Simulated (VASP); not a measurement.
# GaSnAs (P-6m2) in VASP: single point with PBE

Aim: the single point of GaSnAs with PBE.

All numbers are computed with VASP 6.6.1; they aren't measurements. Logs are shortened: lines on timing, memory, paths and dates and some standing lists are left out, and cuts for length are marked.

### 1 The cell of the first run

Symmetry: P-6m2, No. 187, hexagonal system. Conventional cell: a = 4.364 Å, b = 4.364 Å, c = 4.383 Å, α = 90.00°, β = 90.00°, γ = 120.00°. Ga (site symmetry -6m2) has 3 As at 2.52 Å within 3.3 Å. Within 4.4 Å of Sn (site symmetry -6m2) lie 6 Ga at 3.34 Å and 6 As at 3.34 Å and 8 Sn at 4.36 to 4.38 Å. As (site symmetry -6m2) has 3 Ga at 2.52 Å within 3.3 Å.

### 2 Single point, PBE

Contents of INCAR:

```
PREC     = Accurate       # precision mode
ENCUT    = 520            # plane-wave cutoff, eV
EDIFF    = 1E-6           # SCF threshold, eV
ISMEAR   = 0              # smearing method
SIGMA    = 0.1            # smearing width, eV
LREAL    = False          # projectors in reciprocal space
LASPH    = True           # aspherical terms in the spheres
NELM     = 100            # most SCF steps
ALGO     = Normal         # electronic algorithm
ISIF     = 2              # what is computed and relaxed
LWAVE    = False          # write WAVECAR
LCHARG   = True           # write CHGCAR
GGA      = PE             # functional
LELF     = True           # ELF
LVHAR    = True         
NBANDS   = 23             # bands
```

Contents of KPOINTS:

```
regular mesh
0
Gamma
  6 6 4
```

Contents of POSCAR:

```
GaSnAs
1.0
    4.3640159200      0.0000000000      0.0000000000
   -2.1820079600      3.7793486500      0.0000000000
    0.0000000000      0.0000000000      4.3829408500
Ga Sn As
1 1 1
Direct
    0.3333333300      0.6666666700      0.5000000000
    0.0000000000      0.0000000000      0.0000000000
    0.6666666700      0.3333333300      0.5000000000
```

Potentials or basis: VASP PAW PBE potentials, release 64 (Ga_d, Sn_d, As).

The run is started by

```sh
$ cat potpaw_PBE.64/Ga_d/POTCAR potpaw_PBE.64/Sn_d/POTCAR potpaw_PBE.64/As/POTCAR > POTCAR
$ mpirun -np 1 vasp_std > vasp.out
```

OUTCAR:

```text
PREC = Accurate
   ENCUT = 520
   EDIFF = 1E-6
   ISMEAR = 0
   LREAL = False
   LASPH = True
   NELM = 100
   ISIF = 2
   GGA = PE

 ion  position               nearest neighbor table
   1  0.333  0.667  0.500-   3 2.52   3 2.52   3 2.52   2 3.34   2 3.34   2 3.34   2 3.34   2 3.34
                             2 3.34
   2  0.000  0.000  0.000-   1 3.34   3 3.34   1 3.34   3 3.34   3 3.34   3 3.34   1 3.34   1 3.34
                             3 3.34   3 3.34   1 3.34   1 3.34
   3  0.667  0.333  0.500-   1 2.52   1 2.52   1 2.52   2 3.34   2 3.34   2 3.34   2 3.34   2 3.34
                             2 3.34

  LATTYP: Found a hexagonal cell.
 ALAT       =     4.3640159200
 C/A-ratio  =     1.0043365859

  Lattice vectors:

 A1 = (   4.3640159200,   0.0000000000,   0.0000000000)
 A2 = (  -2.1820079600,   3.7793486500,   0.0000000000)
 A3 = (   0.0000000000,   0.0000000000,   4.3829408500)

Analysis of symmetry for initial positions (statically):
=====================================================================
 Subroutine PRICEL returns:
 Original cell was already a primitive cell.

 Routine SETGRP: Setting up the symmetry group for a
 hexagonal supercell.

 Subroutine GETGRP returns: Found 12 space group operations
 (whereof 12 operations were pure point group operations)
 out of a pool of 24 trial point group operations.

The static configuration has the point symmetry D_3h.

Analysis of symmetry for dynamics (positions and initial velocities):
=====================================================================
 Subroutine PRICEL returns:
 Original cell was already a primitive cell.

 Routine SETGRP: Setting up the symmetry group for a
 hexagonal supercell.

 Subroutine GETGRP returns: Found 12 space group operations
 (whereof 12 operations were pure point group operations)
 out of a pool of 24 trial point group operations.

The dynamic configuration has the point symmetry D_3h.

 Subroutine INISYM returns: Found 12 space group operations
 (whereof 12 operations are pure point group operations),
 and found     1 'primitive' translations

----------------------------------------------------------------------------------------

                                     Primitive cell

  volume of cell :      72.2884

[... 81 lines left out ...]
   LNONCOLLINEAR =      F non collinear calculations
   LSORBIT =      F    spin-orbit coupling
   LASPH  =      T    aspherical Exc in radial PAW
   ENCUT  =  520.0 eV  38.22 Ry    6.18 a.u.   8.11  8.11  8.15*2*pi/ulx,y,z
   NELM   =    100;   NELMIN=  2; NELMDL= -5     # of ELM steps
   EDIFF  = 0.1E-05   stopping-criterion for ELM
   LREAL  =      F    real-space projection
   EDIFFG = 0.1E-04   stopping-criterion for IOM
   NSW    =      0    number of steps for IOM
   IBRION =     -1    ionic relax: 0-MD 1-quasi-New 2-CG
   NFREE  =      0    steps in history (QN), initial steepest desc. (CG)
   ISIF   =      2    stress and relaxation
   ISYM   =      2    0-nonsym 1-usesym 2-fastsym
   POTIM  = 0.5000    time-step for ionic-motion
   TEBEG  =    0.0;   TEEND  =   0.0 temperature during run
   PSTRESS=    0.0 pullay stress
   NELECT =      32.0000    total number of electrons
   NUPDOWN=      -1.0000    fix difference up-down
   EMIN   =  10.00;   EMAX   =-10.00  energy-range for DOS
   EFERMI =   0.00;   METHOD = LEGACY
   ISMEAR =     0;   SIGMA  =   0.10  broadening in eV -4-tet -1-fermi 0-gaus
   EFERMI_NEDOS =   21; number of points for ismear=-14 and -15
   IALGO  =     38    algorithm
   IMIX   =      4    mixing-type and parameters
     AMIX     =   0.40;   BMIX     =  1.00
     AMIX_MAG =   1.60;   BMIX_MAG =  1.00
  volume/ion in A,a.u.               =      24.10       162.61
  Fermi-wavevector in a.u.,A,eV,Ry     =   1.247676  2.357766 21.180130  1.556696
  Thomas-Fermi vector in A             =   2.381797
   LORBIT       =      0    0 simple, 1 ext, 2 COOP (PROOUT), +10 PAW based schemes
   GGA     = PE    functional components
   LHFCALC =     F    Hartree Fock is set to
   AEXX    =    0.0000 exact exchange contribution
   IVDW    =     0    specifies the selected vdW correction
   LEPSILON=     F    determine dielectric tensor
   LRPA    =     F    only Hartree local field effects (RPA)
 non-spin polarized calculation
 Gauss-broadening in eV      SIGMA  =   0.10
  energy-cutoff  :      520.00
  volume of cell :       72.29
 maximum number of plane-waves:      1974
   NGX = 17   NGY = 17   NGZ = 17

 number of electron      31.9999993 magnetization

 Free energy of the ion-electron system (eV)
  ---------------------------------------------------
  ext. energy  EPLUGINS =         0.00000000
  ---------------------------------------------------
  free energy    TOTEN  =       -10.88327063 eV

  energy without entropy =      -10.86729119  energy(sigma->0) =      -10.87528091

 E-fermi :   5.9401     XC(G=0): -10.0699

 val. band max:        5.9386499392   @ k =   0.3333   0.1667   0.0000
 cond. band min:       5.9489008478   @ k =   0.3333   0.1667   0.2500
 fundamental gap:      0.0102509085
 Fermi energy:         5.9400595422

 k-point     1 :       0.0000    0.0000    0.0000
  band No.  band energies     occupation
      1     -15.8451      2.00000
      2     -15.8325      2.00000
      3     -15.8325      2.00000
      4     -15.8194      2.00000
      5     -15.8194      2.00000
      6      -9.2700      2.00000
[... 535 lines left out ...]
     22      14.4352      0.00000
     23      16.2652      0.00000

------------------------ aborting loop because EDIFF is reached ----------------------------------------

  FORCE on cell =-STRESS in cart. coord.  units (eV):
  Direction    XX          YY          ZZ          XY          YZ          ZX
  --------------------------------------------------------------------------------------
  -------------------------------------------------------------------------------------
  Total        1.3987947      1.3987947     -0.5640848      0.0000000      0.0000000      0.0000000
  in kB       31.0024250     31.0024250    -12.5021906      0.0000000      0.0000000      0.0000000
  external PRESSURE =      16.5008864 kB  Pullay stress =       0.0000000 kB

 VOLUME and BASIS-vectors are now :
 -----------------------------------------------------------------------------
  energy-cutoff  :      520.00
  volume of cell :       72.29
      direct lattice vectors                 reciprocal lattice vectors
     4.364015920  0.000000000  0.000000000     0.229146735  0.132297929  0.000000000
    -2.182007960  3.779348650  0.000000000     0.000000000  0.264595858  0.000000000
     0.000000000  0.000000000  4.382940850     0.000000000  0.000000000  0.228157311

 POSITION                                       TOTAL-FORCE (eV/Angst)
 -----------------------------------------------------------------------------------
     -0.00000      2.51957      2.19147         0.000000     -0.000000      0.000000
      0.00000      0.00000      0.00000        -0.000000      0.000000      0.000000
      2.18201      1.25978      2.19147        -0.000000      0.000000      0.000000
 -----------------------------------------------------------------------------------
    total drift:                                0.000007     -0.000004     -0.000000

  FREE ENERGIE OF THE ION-ELECTRON SYSTEM (eV)
  ---------------------------------------------------
  free  energy   TOTEN  =       -10.8832706260 eV

  energy  without entropy=      -10.8672911885  energy(sigma->0) =      -10.87528091
```

Run time: 30 s. Hardware: 1 thread of AMD EPYC 7R13 (Zen 3), shared host; peak memory 0.18 GiB.

What came out:

* Free energy: -10.8833 eV
* Pressure: 1.7 GPa
* Band gap on the k mesh: zero (band 16 reaches 6.17 eV, above the bottom of band 17 at 5.95 eV)

Levels at points of the mesh, in eV from the Fermi level:
```
           k point  band 13  band 14  band 15  band 16  band 17  band 18  band 19  band 20
(0.00, 0.00, 0.00)    -3.38    -2.32    -2.32    -1.93     0.08     0.08     3.44     3.90
(0.50, 0.00, 0.00)    -5.12    -3.99    -1.40     0.04     0.22     1.06     2.93     3.74
(0.00, 0.00, 0.50)    -2.59    -2.08    -2.08     0.23     1.78     1.78     1.90     2.35
(0.50, 0.00, 0.50)    -6.76    -4.28    -3.27    -1.73     0.31     0.50     4.77     6.17
```

Caveat: spin-orbit coupling is left out, which moves the levels of the heavy elements.
